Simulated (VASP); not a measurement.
Here is a VASP 6.6.1 calculation.

File INCAR:

```
SYSTEM = Br
PREC     = Accurate       ! precision mode
ENCUT    = 520            ! plane-wave cutoff, eV
EDIFF    = 1E-6           ! SCF threshold, eV
ISMEAR   = 0              ! smearing method
SIGMA    = 0.1            ! smearing width, eV
LREAL    = .False.        ! projectors in reciprocal space
LASPH    = .True.         ! aspherical terms in the spheres
NELM     = 60             ! most SCF steps
ALGO     = Normal         ! electronic algorithm
ISIF     = 2              ! what is computed and relaxed
LWAVE    = .False.        ! write WAVECAR
LCHARG   = .True.         ! write CHGCAR
GGA      = PE             ! functional
LELF     = .True.         ! ELF
LVHAR    = .True.       
NBANDS   = 10             ! bands
```

Contents of KPOINTS:

```
regular mesh
0
Gamma
  20 20 20
  0 0 0
```

Contents of POSCAR:

```
Br
1.0
   -1.3166342997      1.5673130486      3.5037478434
    1.3166342997     -1.5673130486      3.5037478434
    1.3166342997      1.5673130486     -3.5037478434
Br
1
Direct
    0.0000000000      0.0000000000      0.0000000000
```

Potentials or basis: VASP PAW PBE potentials, release 64 (Br).

The run is started by

```console
$ cat potpaw_PBE.64/Br/POTCAR > POTCAR
$ mpirun -np 1 vasp_std > vasp.out
```

(1) Estimate the pressure.

(2) Predict the band gap on the k mesh.

## Answers

(1) 2.1 GPa.

(2) zero (an odd number of electrons rules out a gap without spin polarisation).

Caveat: the cell differs from its parent crystal (strained); an odd number of electrons without spin polarisation forces a metal; a magnetic or distorted state may lie lower.
